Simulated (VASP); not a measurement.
# SnC2 (Fd-3m) in VASP: relaxation of cell and atoms with PBE

Aim: the relaxation of cell and atoms of SnC2 with PBE.

Everything below comes from runs of VASP 6.6.1. Logs are shortened: lines on timing, memory, paths and dates and some standing lists are left out, and cuts for length are marked.

**1. The cell of the first run**

It takes space group Fd-3m (No. 227, cubic). The conventional cell has a = 7.572 Å, b = 7.572 Å, c = 7.572 Å, α = 90.00°, β = 90.00°, γ = 90.00°. Within 4.1 Å of Sn (site symmetry -43m) lie 12 C at 3.14 Å and 4 Sn at 3.28 Å. Within 3.5 Å of C (site symmetry -3m) lie 6 C at 2.68 Å and 6 Sn at 3.14 Å.

The cell was generated, and may not be a known phase.

**2. Relaxation of cell and atoms, PBE**

The input, INCAR:

```
SYSTEM = SnC2
PREC = Accurate
ENCUT = 600
EDIFF = 1E-7
ISMEAR = 0
SIGMA = 0.2
LREAL = .FALSE.
LASPH = .TRUE.
NELM = 120
ALGO = Normal
ISIF = 3
LWAVE = .FALSE.
LCHARG = .FALSE.
GGA = PE
IBRION = 2
NSW = 36
EDIFFG = -0.08
GGA_COMPAT = .FALSE.
NELMIN = 4
```

The input, KPOINTS:

```
Automatic mesh
0
G
  4 4 4
  0 0 0
```

The input, POSCAR:

```
SnC2
1.0
    0.0000000000      3.7858977500      3.7858977500
    3.7858977500      0.0000000000      3.7858977500
    3.7858977500      3.7858977500      0.0000000000
Sn C
2 4
Direct
    0.2500000000      0.2500000000      0.2500000000
    0.0000000000      0.0000000000      0.0000000000
    0.6250000000      0.1250000000      0.6250000000
    0.6250000000      0.6250000000      0.1250000000
    0.1250000000      0.6250000000      0.6250000000
    0.6250000000      0.6250000000      0.6250000000
```

Potentials or basis: VASP PAW PBE potentials, release 64 (Sn_d, C).

Launch:

```
$ cat potpaw_PBE.64/Sn_d/POTCAR potpaw_PBE.64/C/POTCAR > POTCAR
$ mpirun -np 1 vasp_std > vasp.out
```

OUTCAR:

```text
SYSTEM = SnC2
   PREC = Accurate
   ENCUT = 600
   EDIFF = 1E-7
   ISMEAR = 0
   LREAL = .FALSE.
   LASPH = .TRUE.
   NELM = 120
   ISIF = 3
   GGA = PE
   IBRION = 2
   NSW = 36
   EDIFFG = -0.08
   NELMIN = 4

 ion  position               nearest neighbor table
   1  0.250  0.250  0.250-   2 3.28   2 3.28   2 3.28   2 3.28
   2  0.000  0.000  0.000-   1 3.28   1 3.28   1 3.28   1 3.28
   3  0.625  0.125  0.625-
   4  0.625  0.625  0.125-
   5  0.125  0.625  0.625-
   6  0.625  0.625  0.625-

  LATTYP: Found a face centered cubic cell.
 ALAT       =     7.5717955000

  Lattice vectors:

 A1 = (   0.0000000000,   3.7858977500,   3.7858977500)
 A2 = (   3.7858977500,   0.0000000000,   3.7858977500)
 A3 = (   3.7858977500,   3.7858977500,   0.0000000000)

Analysis of symmetry for initial positions (statically):
=====================================================================
 Subroutine PRICEL returns:
 Original cell was already a primitive cell.

 Routine SETGRP: Setting up the symmetry group for a
 face centered cubic supercell.

 Subroutine GETGRP returns: Found 48 space group operations
 (whereof 24 operations were pure point group operations)
 out of a pool of 48 trial point group operations.

The static configuration has the point symmetry T_d .
 The point group associated with its full space group is O_h .

Analysis of symmetry for dynamics (positions and initial velocities):
=====================================================================
 Subroutine PRICEL returns:
 Original cell was already a primitive cell.

 Routine SETGRP: Setting up the symmetry group for a
 face centered cubic supercell.

 Subroutine GETGRP returns: Found 48 space group operations
 (whereof 24 operations were pure point group operations)
 out of a pool of 48 trial point group operations.

The dynamic configuration has the point symmetry T_d .
 The point group associated with its full space group is O_h .

 Subroutine INISYM returns: Found 48 space group operations
 (whereof 24 operations are pure point group operations),
 and found     1 'primitive' translations

----------------------------------------------------------------------------------------

                                     Primitive cell

  volume of cell :     108.5267

  direct lattice vectors                    reciprocal lattice vectors
     0.000000000  3.785897750  3.785897750    -0.132069071  0.132069071  0.132069071
     3.785897750  0.000000000  3.785897750     0.132069071 -0.132069071  0.132069071
     3.785897750  3.785897750  0.000000000     0.132069071  0.132069071 -0.132069071
[... 67 lines left out ...]
   ISTART =      0    job   : 0-new  1-cont  2-samecut
   ICHARG =      2    charge: 1-file 2-atom 10-const
   ISPIN  =      1    spin polarized calculation?
   LNONCOLLINEAR =      F non collinear calculations
   LSORBIT =      F    spin-orbit coupling
   LASPH  =      T    aspherical Exc in radial PAW
   ENCUT  =  600.0 eV  44.10 Ry    6.64 a.u.  10.69 10.69 10.69*2*pi/ulx,y,z
   NELM   =    120;   NELMIN=  4; NELMDL= -5     # of ELM steps
   EDIFF  = 0.1E-06   stopping-criterion for ELM
   LREAL  =      F    real-space projection
   EDIFFG = -.8E-01   stopping-criterion for IOM
   NSW    =     36    number of steps for IOM
   IBRION =      2    ionic relax: 0-MD 1-quasi-New 2-CG
   NFREE  =      1    steps in history (QN), initial steepest desc. (CG)
   ISIF   =      3    stress and relaxation
   ISYM   =      2    0-nonsym 1-usesym 2-fastsym
   POTIM  = 0.5000    time-step for ionic-motion
   TEBEG  =    0.0;   TEEND  =   0.0 temperature during run
   PSTRESS=    0.0 pullay stress
   NELECT =      44.0000    total number of electrons
   NUPDOWN=      -1.0000    fix difference up-down
   EMIN   =  10.00;   EMAX   =-10.00  energy-range for DOS
   EFERMI =   0.00;   METHOD = LEGACY
   ISMEAR =     0;   SIGMA  =   0.20  broadening in eV -4-tet -1-fermi 0-gaus
   EFERMI_NEDOS =   21; number of points for ismear=-14 and -15
   IALGO  =     38    algorithm
   IMIX   =      4    mixing-type and parameters
     AMIX     =   0.40;   BMIX     =  1.00
     AMIX_MAG =   1.60;   BMIX_MAG =  1.00
  volume/ion in A,a.u.               =      18.09       122.06
  Fermi-wavevector in a.u.,A,eV,Ry     =   1.211658  2.289702 19.974930  1.468116
  Thomas-Fermi vector in A             =   2.347167
   LORBIT       =      0    0 simple, 1 ext, 2 COOP (PROOUT), +10 PAW based schemes
   GGA     = PE    functional components
   LHFCALC =     F    Hartree Fock is set to
   AEXX    =    0.0000 exact exchange contribution
   IVDW    =     0    specifies the selected vdW correction
   LEPSILON=     F    determine dielectric tensor
   LRPA    =     F    only Hartree local field effects (RPA)
 conjugate gradient relaxation of ions
 non-spin polarized calculation
 Gauss-broadening in eV      SIGMA  =   0.20
  energy-cutoff  :      600.00
  volume of cell :      108.53
 maximum number of plane-waves:      3695
 NGX is ok and might be reduce to    48
   NGX = 21   NGY = 21   NGZ = 21

--------------------------------------- Ionic step        1  -------------------------------------------

 number of electron      43.9999996 magnetization

 Free energy of the ion-electron system (eV)
  ---------------------------------------------------
  ext. energy  EPLUGINS =         0.00000000
  ---------------------------------------------------
  free energy    TOTEN  =       -23.79599978 eV

  energy without entropy =      -23.67758885  energy(sigma->0) =      -23.73679431

------------------------ aborting loop because EDIFF is reached ----------------------------------------

  FORCE on cell =-STRESS in cart. coord.  units (eV):
  Direction    XX          YY          ZZ          XY          YZ          ZX
  --------------------------------------------------------------------------------------
  -------------------------------------------------------------------------------------
  Total      -10.8714408    -10.8714408    -10.8714408      0.0000000      0.0000000      0.0000000
  in kB     -160.4948313   -160.4948313   -160.4948313      0.0000000      0.0000000      0.0000000
  external PRESSURE =    -160.4948313 kB  Pullay stress =       0.0000000 kB
[... 67 lines left out ...]
--------------------------------------- Ionic step        3  -------------------------------------------

 number of electron      43.9999997 magnetization

 Free energy of the ion-electron system (eV)
  ---------------------------------------------------
  ext. energy  EPLUGINS =         0.00000000
  ---------------------------------------------------
  free energy    TOTEN  =       -25.93230596 eV

  energy without entropy =      -25.80111005  energy(sigma->0) =      -25.86670800

 E-fermi :   8.0228     XC(G=0): -11.6179

 val. band max:        8.0148688874   @ k =   0.5000   0.5000   0.0000
 cond. band min:       8.0641545298   @ k =   0.5000   0.2500   0.0000
 fundamental gap:      0.0492856424
 Fermi energy:         8.0228485682

 k-point     1 :       0.0000    0.0000    0.0000
  band No.  band energies     occupation
      1     -13.4618      2.00000
      2     -13.4618      2.00000
      3     -13.4618      2.00000
      4     -13.4164      2.00000
      5     -13.4164      2.00000
      6     -13.2040      2.00000
[... 254 lines left out ...]
  FREE ENERGIE OF THE ION-ELECTRON SYSTEM (eV)
  ---------------------------------------------------
  free  energy   TOTEN  =       -25.9323059553 eV

  energy  without entropy=      -25.8011100508  energy(sigma->0) =      -25.86670800

 reached required accuracy - stopping structural energy minimisation
```

OSZICAR:

```text
N       E                     dE             d eps       ncg     rms          rms(c)
DAV:   1     0.400478195279E+03    0.40048E+03   -0.23065E+04   424   0.239E+03
DAV:   2     0.294949573388E+02   -0.37098E+03   -0.36673E+03   432   0.557E+02
DAV:   3    -0.194850930828E+02   -0.48980E+02   -0.47242E+02   496   0.175E+02
[... 32 lines left out ...]
DAV:   5    -0.259324241295E+02    0.21825E-02   -0.27725E-03   516   0.443E-01    0.422E-02
DAV:   6    -0.259323105485E+02    0.11358E-03   -0.28297E-04   536   0.165E-01    0.169E-02
DAV:   7    -0.259323140734E+02   -0.35249E-05   -0.27224E-05   566   0.332E-02    0.795E-03
DAV:   8    -0.259323058564E+02    0.82170E-05   -0.12218E-05   548   0.281E-02    0.149E-03
DAV:   9    -0.259323059553E+02   -0.98930E-07   -0.98690E-07   418   0.748E-03
   3 F= -.25932306E+02 E0= -.25866708E+02  d E =-.213631E+01
```

Run time: 54 s. Hardware: 1 thread of Intel Xeon 6975P-C (Granite Rapids), shared host; peak memory 0.34 GiB.

What came out:

- Free energy: -25.9323 eV
- Relaxed volume: 13.07 Å³/atom
- Relaxed cell: a = 4.805 Å, b = 4.805 Å, c = 4.805 Å, α = 60.00°, β = 60.00°, γ = 60.00°
- Space group after relaxing (to 0.1 Å): Fd-3m (No. 227)
- Energy gained by relaxing: 356.1 meV/atom
- Ionic steps: 3
- Pressure after relaxing: -0.7 GPa
- Band gap on the k mesh: zero (bands 22 and 23 overlap by 0.31 eV)

Step by step:
| step | energy change (eV) | largest force (eV/Å) | pressure (GPa) | volume (Å³) |
| --- | --- | --- | --- | --- |
| 1 | 0.0000 | 0.0000 | -16.05 | 108.53 |
| 2 | -2.0586 | 0.0000 | -5.27 | 82.48 |
| 3 | -2.1363 | 0.0000 | -0.66 | 78.43 |

Final structure:
```
CELL_PARAMETERS angstrom
0.00000 3.39744 3.39744
3.39744 0.00000 3.39744
3.39744 3.39744 0.00000
ATOMIC_POSITIONS crystal
Sn 0.25000 0.25000 0.25000
Sn 0.00000 0.00000 0.00000
C 0.62500 0.12500 0.62500
C 0.62500 0.62500 0.12500
C 0.12500 0.62500 0.62500
C 0.62500 0.62500 0.62500
```

Caveat: the volume moved by over 15 % at a fixed basis, so the end points are rough; semilocal functionals underestimate gaps, and a narrow one can read as zero; spin-orbit coupling is left out, which moves the levels of the heavy elements.

The gap in the log of VASP goes by the Fermi energy; the results here count the filled bands.